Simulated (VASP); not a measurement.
# Cu (P6_3/mmc) in VASP: further runs, part 2 of 2

VASP 6.6.1. Earlier steps stand in the parts before.

## 4. Single point, PBEsol

This run uses another cell than the first one, of 10.98 Å³/atom, 1.091 times its volume.

INCAR reads:

```
SYSTEM = Cu
PREC = Accurate
ENCUT = 520
EDIFF = 1E-7
ISMEAR = 1
SIGMA = 0.15
LREAL = .FALSE.
LASPH = .TRUE.
NELM = 100
ALGO = Normal
ISIF = 2
LWAVE = .FALSE.
LCHARG = .FALSE.
GGA = PS
NBANDS = 18
```

KPOINTS reads:

```
Automatic mesh
0
G
  13 13 7
  0 0 0
```

POSCAR reads:

```
Cu
1.0
    2.4998482476      0.0000000000      0.0000000000
   -1.2499236305      2.1649317155      0.0000000000
    0.0000000000      0.0000000000      4.0569889027
Cu
2
Direct
    0.3333333333      0.6666666667      0.2500000000
    0.6666666667      0.3333333333      0.7500000000
```

Run with:

```console
> cat potpaw_PBE.64/Cu/POTCAR > POTCAR
> mpirun -np 1 vasp_std > vasp.out
```

Run time: 27 s. Hardware: 1 thread of AMD EPYC 7R43 (Zen 3), shared host; peak memory 0.11 GiB.

The run converged. Its results:

| Item | Value |
| --- | --- |
| Free energy | -8.5945 eV |
| Pressure | 6.1 GPa |
| Band gap on the k mesh | zero (band 11 reaches 11.48 eV, above the bottom of band 12 at 6.36 eV) |

Stress tensor (GPa, compression positive):
```
4.79 0.00 0.00
0.00 4.79 0.00
0.00 0.00 8.85
```

Levels at points of the mesh, in eV from the Fermi level:
```
           k point  band 8  band 9  band 10  band 11  band 12  band 13  band 14  band 15
(0.00, 0.00, 0.00)   -2.69   -2.69    -1.83    -1.83    -1.22     4.18    21.82    22.66
```

Caveat: the PAW data sets were made with another functional, which shifts forces and pressure a little.

## 5. Single point, PBEsol

This run uses another cell than the first one, of 11.44 Å³/atom, 1.136 times its volume.

INCAR reads:

```
SYSTEM = Cu
ALGO = Normal
EDIFF = 1E-6
ENCUT = 520
GGA = PS
ISIF = 2
ISMEAR = 1
LASPH = .TRUE.
LCHARG = .TRUE.
LELF = .TRUE.
LREAL = .FALSE.
LVHAR = .TRUE.
LWAVE = .FALSE.
NBANDS = 18
NELM = 100
PREC = Accurate
SIGMA = 0.15
```

KPOINTS reads:

```
k-points
0
G
  13 13 7
  0 0 0
```

POSCAR reads:

```
Cu
1.0
    2.5340970000      0.0000000000      0.0000000000
   -1.2670480000      2.1945920000      0.0000000000
    0.0000000000      0.0000000000      4.1125710000
Cu
2
Direct
    0.3333333333      0.6666666667      0.2500000000
    0.6666666667      0.3333333333      0.7500000000
```

Potentials or basis: VASP PAW PBE potentials, release 64 (Cu).

Run with:

```console
> cat potpaw_PBE.64/Cu/POTCAR > POTCAR
> mpirun -np 1 vasp_std > vasp.out
```

OUTCAR:

```text
SYSTEM = Cu
   EDIFF = 1E-6
   ENCUT = 520
   GGA = PS
   ISIF = 2
   ISMEAR = 1
   LASPH = .TRUE.
   LREAL = .FALSE.
   NELM = 100
   PREC = Accurate

 ion  position               nearest neighbor table
   1  0.333  0.667  0.250-   2 2.52   2 2.52   2 2.52   2 2.52   2 2.52   2 2.52
   2  0.667  0.333  0.750-   1 2.52   1 2.52   1 2.52   1 2.52   1 2.52   1 2.52

  LATTYP: Found a hexagonal cell.
 ALAT       =     2.5340970000
 C/A-ratio  =     1.6228940723

  Lattice vectors:

 A1 = (   2.5340970000,   0.0000000000,   0.0000000000)
 A2 = (  -1.2670480000,   2.1945920000,   0.0000000000)
 A3 = (   0.0000000000,   0.0000000000,   4.1125710000)

Analysis of symmetry for initial positions (statically):
=====================================================================
 Subroutine PRICEL returns:
 Original cell was already a primitive cell.

 Routine SETGRP: Setting up the symmetry group for a
 hexagonal supercell.

 Subroutine GETGRP returns: Found 24 space group operations
 (whereof 12 operations were pure point group operations)
 out of a pool of 24 trial point group operations.

The static configuration has the point symmetry D_3d.
 The point group associated with its full space group is D_6h.
[... 162 lines left out ...]

 E-fermi :   7.8209     XC(G=0): -13.0972

 val. band max:        7.7035577447   @ k =   0.3846   0.0000   0.4286
 cond. band min:       7.8622623418   @ k =   0.1538   0.0000   0.1429
 fundamental gap:      0.1587045971
 Fermi energy:         7.8208586253

 k-point     1 :       0.0000    0.0000    0.0000
  band No.  band energies     occupation
      1      -1.8331      2.00000
      2       2.5325      2.00000
      3       4.6902      2.00000
      4       4.7291      2.00000
      5       4.7291      2.00000
      6       4.9534      2.00000
[... 481 lines left out ...]
      5       4.7478      2.00000
      6       4.9125      2.00000
[... 10 lines left out ...]
     17      29.2398      0.00000
     18      30.6178      0.00000

 [... further k-points ...]

------------------------ aborting loop because EDIFF is reached ----------------------------------------

  FORCE on cell =-STRESS in cart. coord.  units (eV):
  Direction    XX          YY          ZZ          XY          YZ          ZX
  --------------------------------------------------------------------------------------
  -------------------------------------------------------------------------------------
  Total       -0.3336196     -0.3336195      0.1979761     -0.0000001      0.0000000      0.0000000
  in kB      -23.3707009    -23.3706929     13.8686067     -0.0000053      0.0000000      0.0000000
  external PRESSURE =     -10.9575957 kB  Pullay stress =       0.0000000 kB

 VOLUME and BASIS-vectors are now :
 -----------------------------------------------------------------------------
  energy-cutoff  :      520.00
  volume of cell :       22.87
      direct lattice vectors                 reciprocal lattice vectors
     2.534097000  0.000000000  0.000000000     0.394617886  0.227832692  0.000000000
    -1.267048000  2.194592000  0.000000000     0.000000000  0.455665563  0.000000000
     0.000000000  0.000000000  4.112571000     0.000000000  0.000000000  0.243156896

 POSITION                                       TOTAL-FORCE (eV/Angst)
 -----------------------------------------------------------------------------------
      0.00000      1.46306      1.02814         0.000000      0.000000      0.000000
      1.26705      0.73153      3.08443        -0.000000     -0.000000      0.000000
 -----------------------------------------------------------------------------------
    total drift:                                0.000000     -0.000000      0.000000

  FREE ENERGIE OF THE ION-ELECTRON SYSTEM (eV)
  ---------------------------------------------------
  free  energy   TOTEN  =        -8.6088650592 eV

  energy  without entropy=       -8.6101147669  energy(sigma->0) =       -8.60928163
```

OSZICAR:

```text
N       E                     dE             d eps       ncg     rms          rms(c)
DAV:   1     0.119699631017E+03    0.11970E+03   -0.10430E+04  3304   0.219E+03
DAV:   2    -0.469818049336E+01   -0.12440E+03   -0.11809E+03  3036   0.288E+02
DAV:   3    -0.107380274854E+02   -0.60398E+01   -0.58084E+01  3468   0.850E+01
DAV:   4    -0.108010613989E+02   -0.63034E-01   -0.62996E-01  3612   0.941E+00
DAV:   5    -0.108018496848E+02   -0.78829E-03   -0.78825E-03  3714   0.910E-01    0.119E+01
DAV:   6    -0.944660872815E+01    0.13552E+01   -0.13035E+01  3228   0.106E+02    0.590E+00
DAV:   7    -0.863661156502E+01    0.81000E+00   -0.25557E+00  3302   0.427E+01    0.777E-01
DAV:   8    -0.861349028386E+01    0.23121E-01   -0.20669E-02  3738   0.194E+00    0.499E-01
DAV:   9    -0.860882410144E+01    0.46662E-02   -0.61445E-03  3510   0.229E+00    0.153E-02
DAV:  10    -0.860886209349E+01   -0.37992E-04   -0.20985E-04  3510   0.161E-01    0.475E-03
DAV:  11    -0.860886518542E+01   -0.30919E-05   -0.28487E-06  3794   0.232E-02    0.255E-03
DAV:  12    -0.860886505917E+01    0.12626E-06   -0.60694E-07  1972   0.164E-02
   1 F= -.86088651E+01 E0= -.86092816E+01  d E =0.124971E-02
```

stdout:

```text
POSCAR found type information on POSCAR Cu
 POSCAR found :  1 types and       2 ions
 scaLAPACK will be used
 -----------------------------------------------------------------------------
|                                                                             |
|                                                                             |
|     You enforced a specific xc type in the INCAR file but a different       |
|     I HOPE YOU KNOW WHAT YOU ARE DOING!                                     |
|                                                                             |
 -----------------------------------------------------------------------------

 LDA part: xc-table for (Slater+PW92), standard interpolation
 POSCAR, INCAR and KPOINTS ok, starting setup
 FFT: planning ... GRIDC
 FFT: planning ... GRID_SOFT
 FFT: planning ... GRID
 WAVECAR not read
 entering main loop
```

It took 25 s on 1 thread of AMD EPYC 7R43 (Zen 3), shared host; peak memory 0.12 GiB.

What came out:

```
Free energy            : -8.6089 eV
Pressure               : -1.1 GPa
Band gap on the k mesh : zero (band 11 reaches 10.86 eV, above the bottom of band 12 at 5.88 eV)
```

Stress tensor (GPa, compression positive):
```
-2.34  0.00  0.00
 0.00 -2.34  0.00
 0.00  0.00  1.39
```

Caveat: the PAW data sets were made with another functional, which shifts forces and pressure a little.

## 6. Single point, PBEsol

This run uses another cell than the first one, of 11.89 Å³/atom, 1.182 times its volume.

INCAR reads:

```
ALGO     = Normal         # electronic algorithm
EDIFF    = 1E-7           # SCF threshold, eV
ENCUT    = 520            # plane-wave cutoff, eV
GGA      = PS             # functional
ISIF     = 2              # what is computed and relaxed
ISMEAR   = 1              # smearing method
LASPH    = T              # aspherical terms in the spheres
LCHARG   = F              # write CHGCAR
LREAL    = F              # projectors in reciprocal space
LWAVE    = F              # write WAVECAR
NBANDS   = 18             # bands
NELM     = 100            # most SCF steps
PREC     = Accurate       # precision mode
SIGMA    = 0.15           # smearing width, eV
```

KPOINTS reads:

```
k-points
0
Gamma
  13 13 7
```

POSCAR reads:

```
Cu
1.0
    2.5674442057      0.0000000000      0.0000000000
   -1.2837215963      2.2234715223      0.0000000000
    0.0000000000      0.0000000000      4.1666899825
Cu
2
Direct
    0.3333333333      0.6666666667      0.2500000000
    0.6666666667      0.3333333333      0.7500000000
```

Potentials or basis: VASP PAW PBE potentials, release 64 (Cu).

Run with:

```console
> cat potpaw_PBE.64/Cu/POTCAR > POTCAR
> mpirun -np 1 vasp_std > vasp.out
```

Run time: 24 s. Hardware: 1 thread of AMD EPYC 7R43 (Zen 3), shared host; peak memory 0.12 GiB.

Results (log left out):

```yaml
Free_energy: -8.5865 eV
Pressure: -6.8 GPa
Band_gap_on_the_k_mesh: zero (band 11 reaches 10.28 eV, above the bottom of band 12 at 5.44 eV)
```

Stress tensor (GPa, compression positive):
```
-7.88  0.00  0.00
 0.00 -7.88  0.00
 0.00  0.00 -4.51
```

Levels at points of the mesh, in eV from the Fermi level:
```tsv
k point	band 8	band 9	band 10	band 11	band 12	band 13	band 14	band 15
(0.00, 0.00, 0.00)	-2.48	-2.48	-1.73	-1.73	-0.96	3.78	21.19	21.44
```

Caveat: the PAW data sets were made with another functional, which shifts forces and pressure a little.

## 7. The runs side by side

```tsv
cell	gap on the mesh (eV)	pressure (GPa)
a = 2.428, b = 2.428, c = 3.941 Å, angles 90.0, 90.0, 120.0°, 2 atoms	none	27.1
a = 2.465, b = 2.465, c = 4.000 Å, angles 90.0, 90.0, 120.0°, 2 atoms	none	15.4
a = 2.500, b = 2.500, c = 4.057 Å, angles 90.0, 90.0, 120.0°, 2 atoms	none	6.1
a = 2.534, b = 2.534, c = 4.113 Å, angles 90.0, 90.0, 120.0°, 2 atoms	none	-1.1
a = 2.567, b = 2.567, c = 4.167 Å, angles 90.0, 90.0, 120.0°, 2 atoms	none	-6.8
```

Alike in all rows: task single point; level PBEsol; potentials or basis VASP PAW PBE potentials, release 64 (Cu); no spin polarisation; k mesh 13 × 13 × 7; cutoff (eV) 520; smearing methfessel-paxton 0.15 eV.

Caveats: the PAW data sets were made with another functional, which shifts forces and pressure a little.

Absolute energies hang on the potentials; compare differences alone.
